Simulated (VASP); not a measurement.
A run of VASP 6.6.1 is set up as follows.

File INCAR:

```
SYSTEM = Ir
PREC = Accurate
ENCUT = 520
EDIFF = 1E-6
ISMEAR = -1
SIGMA = 0.05
LREAL = .False.
LASPH = .True.
NELM = 150
ALGO = Normal
ISIF = 2
LWAVE = .False.
LCHARG = .False.
ISPIN = 2
MAGMOM = 1
LORBIT = 11
LMAXMIX = 4
GGA = RP
NBANDS = 14
```

File KPOINTS:

```
regular mesh
0
Gamma
  23 23 23
  0 0 0
```

Contents of POSCAR:

```
Ir
1.0
    0.0000000000      1.8903539792      1.8903539792
    1.8903539792      0.0000000000      1.8903539792
    1.8903539792      1.8903539792      0.0000000000
Ir
1
Direct
    0.0000000000      0.0000000000      0.0000000000
```

Potentials or basis: VASP PAW PBE potentials, release 64 (Ir).

Run with:

```sh
$ cat potpaw_PBE.64/Ir/POTCAR > POTCAR
$ mpirun -np 1 vasp_std > vasp.out
```

Problem. Estimate the net moment.

Solution. 0.00 μB per cell.

Problem. Estimate the pressure.

Solution. 34.5 GPa.

Caveat: the PAW data sets were made with another functional, which shifts forces and pressure a little.
